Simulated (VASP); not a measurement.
Wanted: the native input for a VASP 6.6.1 run.

```
Task                   : single point
Functional             : PBE
Potentials or basis    : VASP PAW PBE potentials, release 64 (Rb_sv, In_d)
Cutoff                 : 520 eV
k mesh                 : 9 × 9 × 9
Occupations            : fermi-dirac, width 0.05 eV
Spin                   : no spin polarisation
Dipole correction      : no
Further INCAR settings : ALGO = Normal; EDIFF = 1e-07; NBANDS = 18
```

The structure of RbIn (CsCl type) lies in POSCAR:

```
RbIn
1.0
    4.4528829808      0.0000000000      0.0000000000
    0.0000000000      4.4528829808      0.0000000000
    0.0000000000      0.0000000000      4.4528829808
Rb In
1 1
Direct
    0.0000000000      0.0000000000      0.0000000000
    0.5000000000      0.5000000000      0.5000000000
```

The input as run:

INCAR

```
PREC = Accurate
ENCUT = 520
EDIFF = 1E-7
ISMEAR = -1
SIGMA = 0.05
LREAL = False
LASPH = True
NELM = 100
ALGO = Normal
ISIF = 2
LWAVE = False
LCHARG = False
GGA = PE
NBANDS = 18
```

KPOINTS

```
Automatic mesh
0
Gamma
  9 9 9
```

Potentials or basis: VASP PAW PBE potentials, release 64 (Rb_sv, In_d).

Launch:

```console
$ cat potpaw_PBE.64/Rb_sv/POTCAR potpaw_PBE.64/In_d/POTCAR > POTCAR
$ mpirun -np 1 vasp_std > vasp.out
```

Results of the run:

```
Pressure               : 0.0 GPa
Band gap on the k mesh : zero (band 11 reaches 4.64 eV, above the bottom of band 12 at 1.86 eV)
```

Caveat: spin-orbit coupling is left out, which moves the levels of the heavy elements.

It took 59 s on 1 thread of AMD EPYC 7R13 (shared host), peak memory 0.2 GiB.
